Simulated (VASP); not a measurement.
Crystal: BiTe.

```xyz
4
Lattice="5.3413 0.0000 0.0000 -2.6707 4.6257 0.0000 0.0000 0.0000 6.8738" Properties=species:S:1:pos:R:3 pbc="T T T"
Bi    0.0000    3.0838    1.7184
Bi    2.6707    1.5419    5.1553
Te    0.0000    3.0838    5.1553
Te    2.6707    1.5419    1.7184
```

| Quantity | Value |
| --- | --- |
| Program | VASP 6.6.1 |
| Task | relaxation of cell and atoms |
| Functional | PBE |
| Potentials or basis | VASP PAW PBE potentials, release 64 (Bi_d, Te) |
| Cutoff | 600 eV |
| k mesh | 6 × 6 × 4 |
| Occupations | gaussian, width 0.1 eV |
| Spin | no spin polarisation |

At the start: pressure 0.1 GPa; volume 42.46 Å³/atom.

**Question.** Where does the relaxation end?

**Answer.** Over 7 steps the energy falls by 55.4 meV/atom and the volume is 42.53 Å³/atom (+0.2 %); space group P6_3/mmc (No. 194, to 0.1 Å) before and after.

The path:
| step | energy change (eV) | largest force (eV/Å) | pressure (GPa) | volume (Å³) |
| --- | --- | --- | --- | --- |
| 1 | 0.0000 | 0.0000 | 0.14 | 169.83 |
| 2 | -0.0885 | 0.0000 | -0.09 | 170.66 |
| 3 | -0.1774 | 0.0000 | -0.29 | 172.38 |
| 4 | -0.2185 | 0.0000 | -0.41 | 171.82 |
| 5 | -0.2191 | 0.0000 | -0.40 | 171.89 |
| 6 | -0.2190 | 0.0000 | 0.32 | 168.35 |
| 7 | -0.2215 | 0.0000 | -0.05 | 170.12 |

Final structure:
```cif
data_structure
_symmetry_space_group_name_H-M 'P 1'
_symmetry_Int_Tables_number 1
_cell_length_a 5.5266
_cell_length_b 5.5266
_cell_length_c 6.4315
_cell_angle_alpha 90.000
_cell_angle_beta 90.000
_cell_angle_gamma 120.000
_cell_volume 170.12
loop_
_atom_site_label
_atom_site_type_symbol
_atom_site_fract_x
_atom_site_fract_y
_atom_site_fract_z
_atom_site_occupancy
Bi1 Bi 0.33333 0.66667 0.25000 1
Bi2 Bi 0.66667 0.33333 0.75000 1
Te1 Te 0.33333 0.66667 0.75000 1
Te2 Te 0.66667 0.33333 0.25000 1
```
